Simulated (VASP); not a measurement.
# SiC (P6_3mc) in VASP: further runs

Runs on SiC. Level: PBE. Tasks: relaxation of cell and atoms.

All numbers are computed with VASP 6.6.1; they aren't measurements. Logs are shortened: lines on timing, memory, paths and dates and some standing lists are left out, and cuts for length are marked.

## 1. The cell of the first run

The structure is hexagonal, space group P6_3mc (No. 186). The conventional cell has a = 2.992 Å, b = 2.992 Å, c = 4.908 Å, α = 90.00°, β = 90.00°, γ = 120.00°. Within 2.4 Å of Si (site symmetry 3m) lie 4 C at 1.83 to 1.84 Å. C (site symmetry 3m) has 4 Si at 1.83 to 1.84 Å within 2.4 Å.

## 2. Relaxation of cell and atoms, PBE, target pressure 25 GPa, at which the enthalpy is minimised

File INCAR:

```
PREC = Accurate
ENCUT = 600
EDIFF = 1E-6
ISMEAR = 0
SIGMA = 0.02
LREAL = False
LASPH = True
NELM = 100
ALGO = Normal
ISIF = 3
LWAVE = False
LCHARG = False
GGA = PE
IBRION = 2
NSW = 70
EDIFFG = -0.008
PSTRESS = 250.0
```

File KPOINTS:

```
Automatic mesh
0
Gamma
  12 12 6
```

File POSCAR:

```
SiC
1.0
    2.9919586020      0.0000000000      0.0000000000
   -1.4959793010      2.5911121564      0.0000000000
    0.0000000000      0.0000000000      4.9079016428
Si C
2 2
Direct
    0.3333333333      0.6666666667      0.4995762642
    0.6666666667      0.3333333333      0.9995762642
    0.3333333333      0.6666666667      0.8754237358
    0.6666666667      0.3333333333      0.3754237358
```

Potentials or basis: VASP PAW PBE potentials, release 64 (Si, C).

Launch:

```console
cat potpaw_PBE.64/Si/POTCAR potpaw_PBE.64/C/POTCAR > POTCAR
mpirun -np 1 vasp_std > vasp.out
```

OUTCAR:

```text
PREC = Accurate
   ENCUT = 600
   EDIFF = 1E-6
   ISMEAR = 0
   LREAL = False
   LASPH = True
   NELM = 100
   ISIF = 3
   GGA = PE
   IBRION = 2
   NSW = 70
   EDIFFG = -0.008
   PSTRESS = 250.0

 ion  position               nearest neighbor table
   1  0.333  0.667  0.500-   4 1.83   4 1.83   4 1.83   3 1.84   2 3.00   2 3.00   2 3.00   2 3.00
                             2 3.00   2 3.00
   2  0.667  0.333  1.000-   3 1.83   3 1.83   3 1.83   4 1.84   1 3.00   1 3.00   1 3.00   1 3.00
                             1 3.00   1 3.00
   3  0.333  0.667  0.875-   2 1.83   2 1.83   2 1.83   1 1.84
   4  0.667  0.333  0.375-   1 1.83   1 1.83   1 1.83   2 1.84

  LATTYP: Found a hexagonal cell.
 ALAT       =     2.9919586020
 C/A-ratio  =     1.6403641546

  Lattice vectors:

 A1 = (   2.9919586020,   0.0000000000,   0.0000000000)
 A2 = (  -1.4959793010,   2.5911121564,   0.0000000000)
 A3 = (   0.0000000000,   0.0000000000,   4.9079016428)

Analysis of symmetry for initial positions (statically):
=====================================================================
 Subroutine PRICEL returns:
 Original cell was already a primitive cell.

 Routine SETGRP: Setting up the symmetry group for a
 hexagonal supercell.

 Subroutine GETGRP returns: Found 12 space group operations
 (whereof  6 operations were pure point group operations)
 out of a pool of 24 trial point group operations.

The static configuration has the point symmetry C_3v.
 The point group associated with its full space group is C_6v.

Analysis of symmetry for dynamics (positions and initial velocities):
=====================================================================
 Subroutine PRICEL returns:
 Original cell was already a primitive cell.

 Routine SETGRP: Setting up the symmetry group for a
 hexagonal supercell.

 Subroutine GETGRP returns: Found 12 space group operations
 (whereof  6 operations were pure point group operations)
 out of a pool of 24 trial point group operations.

The dynamic configuration has the point symmetry C_3v.
 The point group associated with its full space group is C_6v.

 Subroutine INISYM returns: Found 12 space group operations
 (whereof  6 operations are pure point group operations),
 and found     1 'primitive' translations

----------------------------------------------------------------------------------------

                                     Primitive cell

  volume of cell :      38.0485

  direct lattice vectors                    reciprocal lattice vectors
     2.991958602  0.000000000  0.000000000     0.334229223  0.192967332  0.000000000
    -1.495979301  2.591112156  0.000000000     0.000000000  0.385934664  0.000000000
     0.000000000  0.000000000  4.907901643     0.000000000  0.000000000  0.203753065

  length of vectors
     2.991958602  2.991958602  4.907901643     0.385934664  0.385934664  0.203753065

  position of ions in fractional coordinates (direct lattice)
     0.333333333  0.666666667  0.499576264
     0.666666667  0.333333333  0.999576264
     0.333333333  0.666666667  0.875423736
     0.666666667  0.333333333  0.375423736

  ion indices of the primitive-cell ions
   primitive index   ion index
                 1           1
                 2           2
                 3           3
                 4           4

----------------------------------------------------------------------------------------

 KPOINTS: Automatic mesh

Automatic generation of k-mesh.
 Grid dimensions read from file:
 generate k-points for:   12   12    6

 Generating k-lattice:

  Cartesian coordinates                     Fractional coordinates (reciprocal lattice)
     0.027852435  0.016080611  0.000000000     0.083333333  0.000000000  0.000000000
     0.000000000  0.032161222  0.000000000     0.000000000  0.083333333  0.000000000
     0.000000000  0.000000000  0.033958844     0.000000000  0.000000000  0.166666667

  Length of vectors
     0.032161222  0.032161222  0.033958844

  Shift w.r.t. Gamma in fractional coordinates (k-lattice)
     0.000000000  0.000000000  0.000000000

 Subroutine IBZKPT returns following result:
 ===========================================

 Found     76 irreducible k-points:

 Following reciprocal coordinates:
            Coordinates               Weight
  0.000000  0.000000  0.000000      1.000000
  0.083333  0.000000  0.000000      6.000000
  0.166667  0.000000  0.000000      6.000000
  0.250000  0.000000  0.000000      6.000000
  0.333333  0.000000  0.000000      6.000000
  0.416667  0.000000  0.000000      6.000000
[... 16 lines left out ...]
  0.250000  0.000000  0.166667     12.000000
  0.333333  0.000000  0.166667     12.000000
 [... further k-points ...]
   k-points           NKPTS =     76   k-points in BZ     NKDIM =     76   number of bands    NBANDS=     12
   number of dos      NEDOS =    301   number of ions     NIONS =      4
   total plane-waves  NPLWV =  23040
   dimension x,y,z NGX =    24 NGY =   24 NGZ =   40
   dimension x,y,z NGXF=    48 NGYF=   48 NGZF=   80
   ions per type =               2   2
   NGX,Y,Z   is equivalent  to a cutoff of  13.34, 13.34, 13.55 a.u.
   NGXF,Y,Z  is equivalent  to a cutoff of  26.67, 26.67, 27.10 a.u.
 SYSTEM =  unknown system
   PREC   = accura    normal or accurate (medium, high low for compatibility)
   ISTART =      0    job   : 0-new  1-cont  2-samecut
   ICHARG =      2    charge: 1-file 2-atom 10-const
   ISPIN  =      1    spin polarized calculation?
   LNONCOLLINEAR =      F non collinear calculations
   LSORBIT =      F    spin-orbit coupling
   LASPH  =      T    aspherical Exc in radial PAW
   ENCUT  =  600.0 eV  44.10 Ry    6.64 a.u.   5.98  5.98  9.80*2*pi/ulx,y,z
   NELM   =    100;   NELMIN=  2; NELMDL= -5     # of ELM steps
   EDIFF  = 0.1E-05   stopping-criterion for ELM
   LREAL  =      F    real-space projection
   EDIFFG = -.8E-02   stopping-criterion for IOM
   NSW    =     70    number of steps for IOM
   IBRION =      2    ionic relax: 0-MD 1-quasi-New 2-CG
   NFREE  =      1    steps in history (QN), initial steepest desc. (CG)
   ISIF   =      3    stress and relaxation
   ISYM   =      2    0-nonsym 1-usesym 2-fastsym
   POTIM  = 0.5000    time-step for ionic-motion
   TEBEG  =    0.0;   TEEND  =   0.0 temperature during run
   PSTRESS=  250.0 pullay stress
   NELECT =      16.0000    total number of electrons
   NUPDOWN=      -1.0000    fix difference up-down
   EMIN   =  10.00;   EMAX   =-10.00  energy-range for DOS
   EFERMI =   0.00;   METHOD = LEGACY
   ISMEAR =     0;   SIGMA  =   0.02  broadening in eV -4-tet -1-fermi 0-gaus
   EFERMI_NEDOS =   21; number of points for ismear=-14 and -15
   IALGO  =     38    algorithm
   IMIX   =      4    mixing-type and parameters
     AMIX     =   0.40;   BMIX     =  1.00
     AMIX_MAG =   1.60;   BMIX_MAG =  1.00
  volume/ion in A,a.u.               =       9.51        64.19
  Fermi-wavevector in a.u.,A,eV,Ry     =   1.226504  2.317756 20.467406  1.504312
  Thomas-Fermi vector in A             =   2.361502
   LORBIT       =      0    0 simple, 1 ext, 2 COOP (PROOUT), +10 PAW based schemes
   GGA     = PE    functional components
   LHFCALC =     F    Hartree Fock is set to
   AEXX    =    0.0000 exact exchange contribution
   IVDW    =     0    specifies the selected vdW correction
   LEPSILON=     F    determine dielectric tensor
   LRPA    =     F    only Hartree local field effects (RPA)
 conjugate gradient relaxation of ions
 non-spin polarized calculation
 Gauss-broadening in eV      SIGMA  =   0.02
  energy-cutoff  :      600.00
  volume of cell :       38.05
 maximum number of plane-waves:      1294
 NGX is ok and might be reduce to    24
   NGX = 11   NGY = 11   NGZ = 19

--------------------------------------- Ionic step        1  -------------------------------------------

 number of electron      16.0000000 magnetization

 Free energy of the ion-electron system (eV)
  ---------------------------------------------------
  ext. energy  EPLUGINS =         0.00000000
  ---------------------------------------------------
  free energy    TOTEN  =       -29.82168062 eV

  energy without entropy =      -29.82168062  energy(sigma->0) =      -29.82168062

------------------------ aborting loop because EDIFF is reached ----------------------------------------

  FORCE on cell =-STRESS in cart. coord.  units (eV):
  Direction    XX          YY          ZZ          XY          YZ          ZX
  --------------------------------------------------------------------------------------
  -------------------------------------------------------------------------------------
  Total        6.0542451      6.0542451      5.9716949      0.0000000      0.0000000      0.0000000
  in kB      254.9370392    254.9370392    251.4609508      0.0000000      0.0000000      0.0000000
  external PRESSURE =       3.7783431 kB  Pullay stress =     250.0000000 kB

 VOLUME and BASIS-vectors are now :
 -----------------------------------------------------------------------------
  energy-cutoff  :      600.00
  volume of cell :       38.05
      direct lattice vectors                 reciprocal lattice vectors
     2.991958602  0.000000000  0.000000000     0.334229223  0.192967332  0.000000000
    -1.495979301  2.591112156  0.000000000     0.000000000  0.385934664  0.000000000
     0.000000000  0.000000000  4.907901643     0.000000000  0.000000000  0.203753065
[... 50 lines left out ...]
  FREE ENERGIE OF THE ION-ELECTRON SYSTEM (eV)
  ---------------------------------------------------
  free  energy   TOTEN  =       -29.8408335073 eV

  energy  without entropy=      -29.8408335073  energy(sigma->0) =      -29.84083351

  enthalpy is  TOTEN    =       -23.8845396169 eV   P V=        5.9562938905

--------------------------------------- Ionic step        3  -------------------------------------------

 number of electron      16.0000000 magnetization

 Free energy of the ion-electron system (eV)
  ---------------------------------------------------
  ext. energy  EPLUGINS =         0.00000000
  ---------------------------------------------------
  free energy    TOTEN  =       -29.82862748 eV

  energy without entropy =      -29.82862748  energy(sigma->0) =      -29.82862748

 E-fermi :   9.3339     XC(G=0): -11.7131

 val. band max:        9.2208457749   @ k =   0.0000   0.0000   0.0000
 cond. band min:      11.3451134943   @ k =   0.3333   0.3333   0.0000
 fundamental gap:      2.1242677194
 Fermi energy:         9.3338907286

 k-point     1 :       0.0000    0.0000    0.0000
  band No.  band energies     occupation
      1      -7.0207      2.00000
      2      -3.1291      2.00000
      3       0.0376      2.00000
      4       7.8637      2.00000
      5       7.8637      2.00000
      6       9.1091      2.00000
      7       9.2208      2.00000
      8       9.2208      2.00000
      9      14.7234      0.00000
     10      16.3052      0.00000
     11      16.3883      0.00000
     12      16.3883      0.00000

 k-point     2 :       0.0833    0.0000    0.0000
  band No.  band energies     occupation
      1      -6.8922      2.00000
      2      -3.0199      2.00000
      3       0.1591      2.00000
      4       7.1594      2.00000
      5       7.6356      2.00000
      6       8.7659      2.00000
      7       9.0334      2.00000
      8       9.1599      2.00000
      9      15.0841      0.00000
     10      15.9834      0.00000
     11      16.6646      0.00000
     12      16.6914      0.00000
[... 316 lines left out ...]
 k-point    24 :       0.3333    0.0000    0.1667
  band No.  band energies     occupation
      1      -4.9056      2.00000
      2      -2.1266      2.00000
      3       1.6459      2.00000
      4       3.2429      2.00000
      5       4.3175      2.00000
      6       6.2292      2.00000
      7       7.5508      2.00000
      8       8.0939      2.00000
      9      12.8191      0.00000
     10      13.8730      0.00000
     11      16.6003      0.00000
     12      17.4867      0.00000

 [... further k-points ...]

------------------------ aborting loop because EDIFF is reached ----------------------------------------

  FORCE on cell =-STRESS in cart. coord.  units (eV):
  Direction    XX          YY          ZZ          XY          YZ          ZX
  --------------------------------------------------------------------------------------
  -------------------------------------------------------------------------------------
  Total        5.9470441      5.9470441      5.9478109      0.0000000      0.0000000     -0.0000000
  in kB      250.1329970    250.1329970    250.1652509      0.0000000      0.0000000     -0.0000000
  external PRESSURE =       0.1437483 kB  Pullay stress =     250.0000000 kB

 VOLUME and BASIS-vectors are now :
 -----------------------------------------------------------------------------
  energy-cutoff  :      600.00
  volume of cell :       38.09
      direct lattice vectors                 reciprocal lattice vectors
     2.993468607  0.000000000  0.000000000     0.334060627  0.192869993  0.000000000
    -1.496734303  2.592419859  0.000000000     0.000000000  0.385739986  0.000000000
     0.000000000  0.000000000  4.908634615     0.000000000  0.000000000  0.203722639

 POSITION                                       TOTAL-FORCE (eV/Angst)
 -----------------------------------------------------------------------------------
     -0.00000      1.72828      2.45244        -0.000000      0.000000     -0.002850
      1.49673      0.86414      4.90676         0.000000     -0.000000     -0.002850
     -0.00000      1.72828      4.29693         0.000000      0.000000      0.002850
      1.49673      0.86414      1.84261         0.000000     -0.000000      0.002850
 -----------------------------------------------------------------------------------
    total drift:                                0.000000      0.000000      0.000390

  FREE ENERGIE OF THE ION-ELECTRON SYSTEM (eV)
  ---------------------------------------------------
  free  energy   TOTEN  =       -29.8286274807 eV

  energy  without entropy=      -29.8286274807  energy(sigma->0) =      -29.82862748

  enthalpy is  TOTEN    =       -23.8847454748 eV   P V=        5.9438820059

 reached required accuracy - stopping structural energy minimisation
```

Wall time 20 s (1 thread of Intel Xeon 6975P-C (Granite Rapids), shared host); peak memory 0.18 GiB.

Results:

```
Free energy                                                : -29.8286 eV
Relaxed volume                                             : 9.52 Å³/atom
Relaxed cell                                               : a = 2.993 Å, b = 2.993 Å, c = 4.909 Å, α = 90.00°, β = 90.00°, γ = 120.00°
Space group after relaxing (to 0.1 Å)                      : P6_3mc (No. 186)
Energy change on relaxing (the run minimises the enthalpy) : -1.7 meV/atom
Ionic steps                                                : 3
Pressure after relaxing                                    : 25.0 GPa
Band gap on the k mesh                                     : 2.12 eV (least direct gap 4.13 eV)
```

Forces in eV/Å, atoms in the order of the input:
```
Si   0.000  0.000 -0.003
Si   0.000  0.000 -0.003
C    0.000  0.000  0.003
C    0.000  0.000  0.003
```

The path:
```
step  energy change (eV)  largest force (eV/Å)  pressure (GPa)  volume (Å³)
   1              0.0000                0.0119           25.38        38.05
   2             -0.0192                0.0287           24.38        38.17
   3             -0.0069                0.0029           25.01        38.09
```

Final structure:
```
Si C
1.0
     2.99347    0.00000    0.00000
    -1.49673    2.59242    0.00000
     0.00000    0.00000    4.90863
Si C
2 2
Cartesian
  0.0000 1.7283 2.4524
  1.4967 0.8641 4.9068
  0.0000 1.7283 4.2969
  1.4967 0.8641 1.8426
```

Levels at points of the mesh, in eV from the valence-band top:
| k point | band 4 | band 5 | band 6 | band 7 | band 8 | band 9 | band 10 | band 11 | band 12 |
| --- | --- | --- | --- | --- | --- | --- | --- | --- | --- |
| (0.00, 0.00, 0.00) | -1.36 | -1.36 | -0.11 | 0.00 | 0.00 | 5.50 | 7.08 | 7.17 | 7.17 |
| (0.50, 0.00, 0.00) | -6.49 | -5.72 | -3.52 | -3.49 | -1.21 | 2.91 | 4.31 | 7.45 | 7.52 |
| (0.00, 0.00, 0.50) | -4.60 | -0.73 | -0.73 | -0.73 | -0.73 | 6.60 | 6.60 | 7.80 | 7.80 |
| (0.50, 0.00, 0.50) | -8.65 | -2.56 | -2.56 | -2.41 | -2.41 | 3.46 | 3.46 | 5.63 | 5.63 |

Caveat: the cell is relaxed towards a set pressure, so the run minimises the enthalpy, not the energy.

## 3. Relaxation of cell and atoms, PBE, target pressure 12 GPa, at which the enthalpy is minimised

This run uses another cell than the first one, of 9.98 Å³/atom.

File INCAR:

```
ALGO     = Normal         # electronic algorithm
EDIFF    = 1E-7           # SCF threshold, eV
EDIFFG   = -0.008         # ionic threshold
ENCUT    = 600            # plane-wave cutoff, eV
GGA      = PE             # functional
IBRION   = 2              # ionic algorithm
ISIF     = 3              # what is computed and relaxed
ISMEAR   = 0              # smearing method
LASPH    = True           # aspherical terms in the spheres
LCHARG   = False          # write CHGCAR
LREAL    = False          # projectors in reciprocal space
LWAVE    = False          # write WAVECAR
NELM     = 80             # most SCF steps
NSW      = 70             # ionic steps
PREC     = Accurate       # precision mode
PSTRESS  = 120.0        
SIGMA    = 0.02           # smearing width, eV
```

File KPOINTS:

```
k-points
0
Gamma
  12 12 6
```

File POSCAR:

```
SiC
1.0
    3.0392353511      0.0000000000      0.0000000000
   -1.5196176755      2.6320550221      0.0000000000
    0.0000000000      0.0000000000      4.9879597416
Si C
2 2
Direct
    0.3333333333      0.6666666667      0.4995860237
    0.6666666667      0.3333333333      0.9995860237
    0.3333333333      0.6666666667      0.8754139763
    0.6666666667      0.3333333333      0.3754139763
```

Potentials or basis: VASP PAW PBE potentials, release 64 (Si, C).

Launch:

```console
cat potpaw_PBE.64/Si/POTCAR potpaw_PBE.64/C/POTCAR > POTCAR
mpirun -np 1 vasp_std > vasp.out
```

Wall time 22 s (1 thread of Intel Xeon 6975P-C (Granite Rapids), shared host); peak memory 0.18 GiB.

Results (log left out):

| Quantity | Value |
| --- | --- |
| Free energy | -30.0361 eV |
| Relaxed volume | 9.97 Å³/atom |
| Relaxed cell | a = 3.039 Å, b = 3.039 Å, c = 4.986 Å, α = 90.00°, β = 90.00°, γ = 120.00° |
| Space group after relaxing (to 0.1 Å) | P6_3mc (No. 186) |
| Energy change on relaxing (the run minimises the enthalpy) | +0.1 meV/atom |
| Ionic steps | 3 |
| Pressure after relaxing | 12.0 GPa |
| Band gap on the k mesh | 2.21 eV (least direct gap 4.04 eV) |

Forces on the atoms (eV/Å):
```
Si   0.000  0.000 -0.003
Si   0.000  0.000 -0.003
C    0.000  0.000  0.003
C    0.000  0.000  0.003
```

The path:
```
step  energy change (eV)  largest force (eV/Å)  pressure (GPa)  volume (Å³)
   1              0.0000                0.0088           11.95        39.90
   2              0.0014                0.0192           12.07        39.88
   3              0.0006                0.0027           12.00        39.89
```

Final structure:
```cif
data_structure
_symmetry_space_group_name_H-M 'P 1'
_symmetry_Int_Tables_number 1
_cell_length_a 3.0394
_cell_length_b 3.0394
_cell_length_c 4.9863
_cell_angle_alpha 90.000
_cell_angle_beta 90.000
_cell_angle_gamma 120.000
_cell_volume 39.89
loop_
_atom_site_label
_atom_site_type_symbol
_atom_site_fract_x
_atom_site_fract_y
_atom_site_fract_z
_atom_site_occupancy
Si1 Si 0.33333 0.66667 0.49962 1
Si2 Si 0.66667 0.33333 0.99962 1
C1 C 0.33333 0.66667 0.87538 1
C2 C 0.66667 0.33333 0.37538 1
```

Levels at points of the mesh, in eV from the valence-band top:
| k point | band 6 | band 7 | band 8 | band 9 | band 10 | band 11 |
| --- | --- | --- | --- | --- | --- | --- |
| (0.00, 0.00, 0.00) | -0.11 | 0.00 | 0.00 | 5.11 | 6.60 | 6.88 |
| (0.50, 0.00, 0.00) | -3.40 | -3.39 | -1.20 | 2.83 | 4.26 | 7.16 |
| (0.00, 0.00, 0.50) | -0.72 | -0.72 | -0.72 | 6.20 | 6.20 | 7.55 |
| (0.50, 0.00, 0.50) | -2.49 | -2.37 | -2.37 | 3.36 | 3.36 | 5.42 |

Caveat: the cell is relaxed towards a set pressure, so the run minimises the enthalpy, not the energy.

(Part 1 of 2 ends here.)
